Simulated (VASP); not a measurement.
RbBr: relaxation of the atoms with PBEsol

Crystal: RbBr.

```
Rb Br
1.0
     4.07009    0.01018    0.01018
     0.01018    4.07009    0.01018
     0.01018    0.01018    4.07009
Rb Br
1 1
Direct
  0.00000 0.00000 0.00000
  0.50000 0.50000 0.50000
```

This cell differs from its parent crystal: equal xy, yz and zx engineering shears of +0.5 %.

```json
{
  "Program": "VASP 6.6.1",
  "Task": "relaxation of the atoms",
  "Functional": "PBEsol",
  "Potentials or basis": "VASP PAW PBE potentials, release 64 (Rb_sv, Br)",
  "Cutoff": "520 eV",
  "k mesh": "6 × 6 × 6",
  "Occupations": "gaussian, width 0.01 eV",
  "Spin": "no spin polarisation",
  "Dipole correction": "no",
  "Further INCAR settings": "ALGO = Normal; EDIFF = 1e-06; IBRION = 2; EDIFFG = -0.002; NSW = 50"
}
```

```
Pressure after relaxing : 0.1 GPa
Band gap on the k mesh  : 4.04 eV (least direct gap 4.20 eV)
```

Final structure:
```
CELL_PARAMETERS angstrom
4.07009 0.01018 0.01018
0.01018 4.07009 0.01018
0.01018 0.01018 4.07009
ATOMIC_POSITIONS crystal
Rb 0.00000 0.00000 0.00000
Br 0.50000 0.50000 0.50000
```

Levels at points of the mesh, in eV from the valence-band top:
| k point | band 6 | band 7 | band 8 | band 9 | band 10 | band 11 |
| --- | --- | --- | --- | --- | --- | --- |
| (0.00, 0.00, 0.00) | -0.16 | -0.16 | -0.16 | 4.04 | 5.41 | 5.41 |
| (0.50, 0.00, 0.00) | -1.88 | -0.26 | -0.25 | 6.79 | 7.12 | 7.76 |
| (0.50, 0.50, 0.00) | -1.12 | -1.11 | 0.00 | 5.19 | 6.12 | 7.91 |
| (0.50, 0.50, 0.50) | -1.47 | -1.47 | -1.47 | 8.18 | 8.26 | 8.26 |

Run time: 16 s on 1 thread of Intel(R) Xeon(R) Platinum 8375C CPU @ 2.90GHz (Ice Lake) (shared host), peak memory 0.17 GiB.

Caveat: the cell differs from its parent crystal (equal xy, yz and zx engineering shears of +0.5 %); the relaxation stopped at its first step, so nothing moved; the PAW data sets were made with another functional, which shifts forces and pressure a little. A k mesh can miss the band edges.
